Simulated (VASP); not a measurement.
Crystal: Mn.

```
CELL_PARAMETERS angstrom
0.00000 2.51257 2.51257
2.51257 0.00000 2.51257
2.51257 2.51257 0.00000
ATOMIC_POSITIONS crystal
Mn 0.12500 0.12500 0.12500
Mn 0.87500 0.87500 0.87500
```

```yaml
Program: VASP 6.6.1
Task: relaxation of cell and atoms
Functional: BLYP
Potentials_or_basis: VASP PAW PBE potentials, release 64 (Mn_pv)
Cutoff: 600 eV
k_mesh: 11 × 11 × 11
Occupations: fermi-dirac, width 0.05 eV
Spin: collinear spin, antiferromagnetic start
Starting_moments: "[3.0, -3.0] μB"
```

At the start: pressure 7.5 GPa; volume 15.86 Å³/atom.

Task: Where does the relaxation end?

Result: Over 3 steps the energy falls by 38.0 meV/atom and the volume is 17.70 Å³/atom (+11.6 %); space group Fd-3m (No. 227, to 0.05 Å); moment 0.00 μB per cell.

The path:
```tsv
step	energy change (eV)	largest force (eV/Å)	pressure (GPa)	volume (Å³)
1	0.0000	0.0000	7.53	31.72
2	-0.0760	0.0000	0.18	35.27
3	-0.0760	0.0000	-0.01	35.40
```

Final structure:
```cif
data_structure
_symmetry_space_group_name_H-M 'P 1'
_symmetry_Int_Tables_number 1
_cell_length_a 3.6856
_cell_length_b 3.6856
_cell_length_c 3.6856
_cell_angle_alpha 60.000
_cell_angle_beta 60.000
_cell_angle_gamma 60.000
_cell_volume 35.40
loop_
_atom_site_label
_atom_site_type_symbol
_atom_site_fract_x
_atom_site_fract_y
_atom_site_fract_z
_atom_site_occupancy
Mn1 Mn 0.12500 0.12500 0.12500 1
Mn2 Mn 0.87500 0.87500 0.87500 1
```

Caveat: the PAW data sets were made with another functional, which shifts forces and pressure a little.
